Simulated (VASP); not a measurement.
# Hf (P6_3/mmc) in VASP: further runs

Runs on Hf. Level: PBE. Tasks: single point.

Everything below comes from runs of VASP 6.6.1. Logs are shortened: lines on timing, memory, paths and dates and some standing lists are left out, and cuts for length are marked.

## 1. The cell of the first run

The structure is hexagonal, space group P6_3/mmc (No. 194). The conventional cell has a = 3.205 Å, b = 3.205 Å, c = 5.074 Å, α = 90.00°, β = 90.00°, γ = 120.00°. Hf (site symmetry -6m2) has 12 Hf at 3.14 to 3.20 Å within 4.1 Å.

## 2. Single point, PBE

File INCAR:

```
SYSTEM = Hf
ALGO = Normal
EDIFF = 1E-7
ENCUT = 520
GGA = PE
ISIF = 2
ISMEAR = -1
LASPH = .TRUE.
LCHARG = .FALSE.
LREAL = .FALSE.
LWAVE = .FALSE.
NBANDS = 17
NELM = 80
PREC = Accurate
SIGMA = 1.0
```

File KPOINTS:

```
k-points
0
G
  11 11 6
  0 0 0
```

File POSCAR:

```
Hf
1.0
    3.2045059552      0.0000000000      0.0000000000
   -1.6022529776      2.7751835638      0.0000000000
    0.0000000000      0.0000000000      5.0738215932
Hf
2
Direct
    0.3333333333      0.6666666667      0.2500000000
    0.6666666667      0.3333333333      0.7500000000
```

Potentials or basis: VASP PAW PBE potentials, release 64 (Hf_pv).

Command:

```console
cat potpaw_PBE.64/Hf_pv/POTCAR > POTCAR
mpirun -np 1 vasp_std > vasp.out
```

OUTCAR:

```text
SYSTEM = Hf
   EDIFF = 1E-7
   ENCUT = 520
   GGA = PE
   ISIF = 2
   ISMEAR = -1
   LASPH = .TRUE.
   LREAL = .FALSE.
   NELM = 80
   PREC = Accurate

 ion  position               nearest neighbor table
   1  0.333  0.667  0.250-   2 3.14   2 3.14   2 3.14   2 3.14   2 3.14   2 3.14
   2  0.667  0.333  0.750-   1 3.14   1 3.14   1 3.14   1 3.14   1 3.14   1 3.14

  LATTYP: Found a hexagonal cell.
 ALAT       =     3.2045059552
 C/A-ratio  =     1.5833397298

  Lattice vectors:

 A1 = (   3.2045059552,   0.0000000000,   0.0000000000)
 A2 = (  -1.6022529776,   2.7751835638,   0.0000000000)
 A3 = (   0.0000000000,   0.0000000000,   5.0738215932)

Analysis of symmetry for initial positions (statically):
=====================================================================
 Subroutine PRICEL returns:
 Original cell was already a primitive cell.

 Routine SETGRP: Setting up the symmetry group for a
 hexagonal supercell.

 Subroutine GETGRP returns: Found 24 space group operations
 (whereof 12 operations were pure point group operations)
 out of a pool of 24 trial point group operations.

The static configuration has the point symmetry D_3d.
 The point group associated with its full space group is D_6h.

Analysis of symmetry for dynamics (positions and initial velocities):
=====================================================================
 Subroutine PRICEL returns:
 Original cell was already a primitive cell.

 Routine SETGRP: Setting up the symmetry group for a
 hexagonal supercell.

 Subroutine GETGRP returns: Found 24 space group operations
 (whereof 12 operations were pure point group operations)
 out of a pool of 24 trial point group operations.

The dynamic configuration has the point symmetry D_3d.
 The point group associated with its full space group is D_6h.

 Subroutine INISYM returns: Found 24 space group operations
 (whereof 12 operations are pure point group operations),
 and found     1 'primitive' translations

----------------------------------------------------------------------------------------

                                     Primitive cell

  volume of cell :      45.1220

  direct lattice vectors                    reciprocal lattice vectors
     3.204505955  0.000000000  0.000000000     0.312060584  0.180168262  0.000000000
    -1.602252978  2.775183564  0.000000000     0.000000000  0.360336524  0.000000000
     0.000000000  0.000000000  5.073821593     0.000000000  0.000000000  0.197090099

  length of vectors
     3.204505955  3.204505955  5.073821593     0.360336524  0.360336524  0.197090099

  position of ions in fractional coordinates (direct lattice)
     0.333333333  0.666666667  0.250000000
     0.666666667  0.333333333  0.750000000

  ion indices of the primitive-cell ions
   primitive index   ion index
                 1           1
                 2           2

----------------------------------------------------------------------------------------

 KPOINTS: k-points

Automatic generation of k-mesh.
 Grid dimensions read from file:
 generate k-points for:   11   11    6

 Generating k-lattice:

  Cartesian coordinates                     Fractional coordinates (reciprocal lattice)
     0.028369144  0.016378933  0.000000000     0.090909091  0.000000000  0.000000000
     0.000000000  0.032757866  0.000000000     0.000000000  0.090909091  0.000000000
     0.000000000  0.000000000  0.032848350     0.000000000  0.000000000  0.166666667

  Length of vectors
     0.032757866  0.032757866  0.032848350

  Shift w.r.t. Gamma in fractional coordinates (k-lattice)
     0.000000000  0.000000000  0.000000000

 Subroutine IBZKPT returns following result:
 ===========================================

 Found     64 irreducible k-points:

 Following reciprocal coordinates:
            Coordinates               Weight
  0.000000  0.000000  0.000000      1.000000
  0.090909 -0.000000  0.000000      6.000000
  0.181818 -0.000000  0.000000      6.000000
  0.272727  0.000000  0.000000      6.000000
  0.363636 -0.000000  0.000000      6.000000
  0.454545 -0.000000  0.000000      6.000000
[... 16 lines left out ...]
  0.090909  0.090909  0.166667     12.000000
  0.181818  0.090909  0.166667     24.000000
 [... further k-points ...]
   k-points           NKPTS =     64   k-points in BZ     NKDIM =     64   number of bands    NBANDS=     17
   number of dos      NEDOS =    301   number of ions     NIONS =      2
   total plane-waves  NPLWV =  23040
   dimension x,y,z NGX =    24 NGY =   24 NGZ =   40
   dimension x,y,z NGXF=    48 NGYF=   48 NGZF=   80
   ions per type =               2
   NGX,Y,Z   is equivalent  to a cutoff of  12.45, 12.45, 13.11 a.u.
   NGXF,Y,Z  is equivalent  to a cutoff of  24.90, 24.90, 26.21 a.u.
 SYSTEM =  Hf
   PREC   = accura    normal or accurate (medium, high low for compatibility)
   ISTART =      0    job   : 0-new  1-cont  2-samecut
   ICHARG =      2    charge: 1-file 2-atom 10-const
   ISPIN  =      1    spin polarized calculation?
   LNONCOLLINEAR =      F non collinear calculations
   LSORBIT =      F    spin-orbit coupling
   LASPH  =      T    aspherical Exc in radial PAW
   ENCUT  =  520.0 eV  38.22 Ry    6.18 a.u.   5.96  5.96  9.43*2*pi/ulx,y,z
   NELM   =     80;   NELMIN=  2; NELMDL= -5     # of ELM steps
   EDIFF  = 0.1E-06   stopping-criterion for ELM
   LREAL  =      F    real-space projection
   EDIFFG = 0.1E-05   stopping-criterion for IOM
   NSW    =      0    number of steps for IOM
   IBRION =     -1    ionic relax: 0-MD 1-quasi-New 2-CG
   NFREE  =      0    steps in history (QN), initial steepest desc. (CG)
   ISIF   =      2    stress and relaxation
   ISYM   =      2    0-nonsym 1-usesym 2-fastsym
   POTIM  = 0.5000    time-step for ionic-motion
   TEBEG  =    0.0;   TEEND  =   0.0 temperature during run
   PSTRESS=    0.0 pullay stress
   NELECT =      20.0000    total number of electrons
   NUPDOWN=      -1.0000    fix difference up-down
   EMIN   =  10.00;   EMAX   =-10.00  energy-range for DOS
   EFERMI =   0.00;   METHOD = LEGACY
   ISMEAR =    -1;   SIGMA  =   1.00  broadening in eV -4-tet -1-fermi 0-gaus
   EFERMI_NEDOS =   21; number of points for ismear=-14 and -15
   IALGO  =     38    algorithm
   IMIX   =      4    mixing-type and parameters
     AMIX     =   0.40;   BMIX     =  1.00
     AMIX_MAG =   1.60;   BMIX_MAG =  1.00
  volume/ion in A,a.u.               =      22.56       152.25
  Fermi-wavevector in a.u.,A,eV,Ry     =   1.248213  2.358781 21.198375  1.558037
  Thomas-Fermi vector in A             =   2.382310
   LORBIT       =      0    0 simple, 1 ext, 2 COOP (PROOUT), +10 PAW based schemes
   GGA     = PE    functional components
   LHFCALC =     F    Hartree Fock is set to
   AEXX    =    0.0000 exact exchange contribution
   IVDW    =     0    specifies the selected vdW correction
   LEPSILON=     F    determine dielectric tensor
   LRPA    =     F    only Hartree local field effects (RPA)
 non-spin polarized calculation
  energy-cutoff  :      520.00
  volume of cell :       45.12
 maximum number of plane-waves:      1231
 NGX is ok and might be reduce to    24
   NGX = 11   NGY = 11   NGZ = 19

 number of electron      20.0000005 magnetization

 Free energy of the ion-electron system (eV)
  ---------------------------------------------------
  ext. energy  EPLUGINS =         0.00000000
  ---------------------------------------------------
  free energy    TOTEN  =       -23.52134172 eV

  energy without entropy =      -16.62050246  energy(sigma->0) =      -20.07092209

 E-fermi :   4.6958     XC(G=0): -11.2187

 val. band max:        4.6912333183   @ k =   0.0909   0.0909   0.0000
 cond. band min:       4.7927829709   @ k =   0.1818  -0.0000   0.0000
 fundamental gap:      0.1015496526
 Fermi energy:         4.6958249008

 k-point     1 :       0.0000    0.0000    0.0000
  band No.  band energies     occupation
      1     -25.9594      2.00000
      2     -25.2756      2.00000
      3     -25.2756      2.00000
      4     -25.1497      2.00000
      5     -25.1497      2.00000
      6     -25.1013      2.00000
[... 9 lines left out ...]
     16       7.6013      0.10377
     17      10.2952      0.00737

 k-point     2 :       0.0909   -0.0000    0.0000
  band No.  band energies     occupation
      1     -25.9383      2.00000
      2     -25.3205      2.00000
      3     -25.2906      2.00000
      4     -25.1971      2.00000
      5     -25.1558      2.00000
      6     -25.1110      2.00000
[... 9 lines left out ...]
     16       7.3695      0.12909
     17      10.4819      0.00612

 k-point     3 :       0.1818   -0.0000    0.0000
  band No.  band energies     occupation
      1     -25.8783      2.00000
      2     -25.4411      2.00000
      3     -25.3294      2.00000
      4     -25.3204      2.00000
      5     -25.1734      2.00000
      6     -25.1403      2.00000
[... 9 lines left out ...]
     16       7.7913      0.08659
     17      10.8457      0.00426

 k-point     4 :       0.2727    0.0000    0.0000
  band No.  band energies     occupation
      1     -25.7894      2.00000
      2     -25.5990      2.00000
      3     -25.4740      2.00000
      4     -25.3779      2.00000
      5     -25.1982      2.00000
      6     -25.1886      2.00000
[... 9 lines left out ...]
     16       8.7865      0.03291
     17      11.1531      0.00313
[... 343 lines left out ...]
      1     -25.8678      2.00000
      2     -25.7326      2.00000
      3     -25.5380      2.00000
      4     -25.4320      2.00000
      5     -25.2914      2.00000
      6     -25.2510      2.00000
[... 9 lines left out ...]
     16      10.8979      0.00404
     17      11.2845      0.00275

 k-point    23 :       0.0909    0.0909    0.1667
  band No.  band energies     occupation
      1     -25.8565      2.00000
      2     -25.3780      2.00000
      3     -25.3455      2.00000
      4     -25.2857      2.00000
      5     -25.1846      2.00000
      6     -25.1541      2.00000
[... 9 lines left out ...]
     16       7.9857      0.07184
     17      10.6642      0.00510

 k-point    24 :       0.1818    0.0909    0.1667
  band No.  band energies     occupation
      1     -25.8048      2.00000
      2     -25.4993      2.00000
      3     -25.4628      2.00000
      4     -25.3442      2.00000
      5     -25.2180      2.00000
      6     -25.1792      2.00000
[... 9 lines left out ...]
     16       8.6388      0.03804
     17      10.8104      0.00441

 [... further k-points ...]
[... 5 lines left out ...]
  --------------------------------------------------------------------------------------
  -------------------------------------------------------------------------------------
  Total        2.2821897      2.2821897      3.5382491      0.0000000     -0.0000000      0.0000000
  in kB       81.0353178     81.0353178    125.6351032      0.0000000     -0.0000000      0.0000000
  external PRESSURE =      95.9019129 kB  Pullay stress =       0.0000000 kB

 VOLUME and BASIS-vectors are now :
 -----------------------------------------------------------------------------
  energy-cutoff  :      520.00
  volume of cell :       45.12
      direct lattice vectors                 reciprocal lattice vectors
     3.204505955  0.000000000  0.000000000     0.312060584  0.180168262  0.000000000
    -1.602252978  2.775183564  0.000000000     0.000000000  0.360336524  0.000000000
     0.000000000  0.000000000  5.073821593     0.000000000  0.000000000  0.197090099

 POSITION                                       TOTAL-FORCE (eV/Angst)
 -----------------------------------------------------------------------------------
     -0.00000      1.85012      1.26846        -0.000000     -0.000000      0.000000
      1.60225      0.92506      3.80537         0.000000      0.000000      0.000000
 -----------------------------------------------------------------------------------
    total drift:                               -0.000000      0.000000     -0.000000

  FREE ENERGIE OF THE ION-ELECTRON SYSTEM (eV)
  ---------------------------------------------------
  free  energy   TOTEN  =       -23.5213417201 eV

  energy  without entropy=      -16.6205024622  energy(sigma->0) =      -20.07092209
```

It took 30 s on 1 thread of Intel Xeon 6975P-C (Granite Rapids), shared host; peak memory 0.18 GiB.

What came out:

| Quantity | Value |
| --- | --- |
| Free energy | -23.5213 eV |
| Pressure | 9.6 GPa |
| Band gap on the k mesh | zero (bands 10 and 11 overlap by 1.51 eV) |

Stress tensor (GPa, compression positive):
```
 8.10  0.00  0.00
 0.00  8.10  0.00
 0.00  0.00 12.56
```

Caveat: the cell stands under pressure; so wide a smearing shifts energies and pressures; spin-orbit coupling is left out, which moves the levels of the heavy elements.

## 3. Single point, PBE

File INCAR:

```
SYSTEM = Hf
PREC = Accurate
ENCUT = 520
EDIFF = 1E-6
ISMEAR = 0
SIGMA = 0.01
LREAL = .False.
LASPH = .True.
NELM = 60
ALGO = Normal
ISIF = 2
LWAVE = .False.
LCHARG = .True.
GGA = PE
LELF = .True.
LVHAR = .True.
NBANDS = 17
```

File KPOINTS:

```
regular mesh
0
Gamma
  11 11 6
  0 0 0
```

POSCAR is that of step 2.

Potentials or basis: VASP PAW PBE potentials, release 64 (Hf_pv).

Command:

```console
cat potpaw_PBE.64/Hf_pv/POTCAR > POTCAR
mpirun -np 1 vasp_std > vasp.out
```

OUTCAR:

```text
SYSTEM = Hf
   PREC = Accurate
   ENCUT = 520
   EDIFF = 1E-6
   ISMEAR = 0
   LREAL = .False.
   LASPH = .True.
   NELM = 60
   ISIF = 2
   GGA = PE

 ion  position               nearest neighbor table
   1  0.333  0.667  0.250-   2 3.14   2 3.14   2 3.14   2 3.14   2 3.14   2 3.14
   2  0.667  0.333  0.750-   1 3.14   1 3.14   1 3.14   1 3.14   1 3.14   1 3.14

  LATTYP: Found a hexagonal cell.
 ALAT       =     3.2045059552
 C/A-ratio  =     1.5833397298

  Lattice vectors:

 A1 = (   3.2045059552,   0.0000000000,   0.0000000000)
 A2 = (  -1.6022529776,   2.7751835638,   0.0000000000)
[... 652 lines left out ...]
      5     -25.4594      2.00000
      6     -25.4455      2.00000
[... 9 lines left out ...]
     16       8.5331      0.00000
     17      10.6546      0.00000

 [... further k-points ...]
[... 5 lines left out ...]
  --------------------------------------------------------------------------------------
  -------------------------------------------------------------------------------------
  Total       -0.0604174     -0.0604174     -0.0507461      0.0000000      0.0000000     -0.0000000
  in kB       -2.1452832     -2.1452832     -1.8018786      0.0000000      0.0000000     -0.0000000
  external PRESSURE =      -2.0308150 kB  Pullay stress =       0.0000000 kB

 VOLUME and BASIS-vectors are now :
 -----------------------------------------------------------------------------
  energy-cutoff  :      520.00
  volume of cell :       45.12
      direct lattice vectors                 reciprocal lattice vectors
     3.204505955  0.000000000  0.000000000     0.312060584  0.180168262  0.000000000
    -1.602252978  2.775183564  0.000000000     0.000000000  0.360336524  0.000000000
     0.000000000  0.000000000  5.073821593     0.000000000  0.000000000  0.197090099

 POSITION                                       TOTAL-FORCE (eV/Angst)
 -----------------------------------------------------------------------------------
     -0.00000      1.85012      1.26846         0.000000      0.000000      0.000000
      1.60225      0.92506      3.80537        -0.000000     -0.000000      0.000000
 -----------------------------------------------------------------------------------
    total drift:                               -0.000000      0.000000     -0.000000

  FREE ENERGIE OF THE ION-ELECTRON SYSTEM (eV)
  ---------------------------------------------------
  free  energy   TOTEN  =       -19.8459331267 eV

  energy  without entropy=      -19.8456157181  energy(sigma->0) =      -19.84577442
```

stdout:

```text
POSCAR found type information on POSCAR Hf
 POSCAR found :  1 types and       2 ions
 scaLAPACK will be used
 LDA part: xc-table for (Slater+PW92), standard interpolation
 POSCAR, INCAR and KPOINTS ok, starting setup
 FFT: planning ... GRIDC
 FFT: planning ... GRID_SOFT
 FFT: planning ... GRID
 WAVECAR not read
 entering main loop
```

It took 15 s on 1 thread of Intel Xeon 6975P-C (Granite Rapids), shared host; peak memory 0.18 GiB.

What came out:

- Free energy: -19.8459 eV
- Pressure: -0.2 GPa
- Band gap on the k mesh: zero (bands 10 and 11 overlap by 1.48 eV)

Levels at points of the mesh, in eV from the Fermi level:
```
           k point  band 6  band 7  band 8  band 9  band 10  band 11  band 12  band 13  band 14  band 15
(0.00, 0.00, 0.00)  -30.20   -7.31   -3.65    0.65     1.22     1.22     1.48     2.03     2.03     2.66
(0.00, 0.00, 0.50)  -30.27   -5.35   -5.35    0.18     0.18     1.11     1.11     1.11     1.11     4.79
```

Caveat: spin-orbit coupling is left out, which moves the levels of the heavy elements.

(Continued in part 2 of 3.)
